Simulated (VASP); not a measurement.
Mo:

```xyz
1
Lattice="-1.5371 1.5371 1.5371 1.5371 -1.5371 1.5371 1.5371 1.5371 -1.5371" Properties=species:S:1:pos:R:3 pbc="T T T"
Mo    0.0000    0.0000    0.0000
```

* Program: VASP 6.6.1
* Task: relaxation of cell and atoms
* Functional: PBE
* Potentials or basis: VASP PAW PBE potentials, release 64 (Mo_sv)
* Cutoff: 500 eV
* k mesh: 10 × 10 × 10
* Occupations: gaussian, width 0.1 eV
* Spin: no spin polarisation

At the start: pressure 25.6 GPa; volume 14.53 Å³/atom.

Task: Where does the relaxation end?

Result: Over 4 steps the energy falls by 94.1 meV/atom and the volume is 15.81 Å³/atom (+8.8 %); space group Im-3m (No. 229, to 0.05 Å).

The path:
```
step  energy change (eV)  largest force (eV/Å)  pressure (GPa)  volume (Å³)
   1              0.0000                0.0000           25.64        14.53
   2              0.4956                0.0000          -36.84        19.98
   3             -0.0933                0.0000           -2.08        15.92
   4             -0.0941                0.0000           -0.23        15.81
```

Final structure:
```xyz
1
Lattice="-1.5809 1.5809 1.5809 1.5809 -1.5809 1.5809 1.5809 1.5809 -1.5809" Properties=species:S:1:pos:R:3 pbc="T T T"
Mo    0.0000    0.0000    0.0000
```
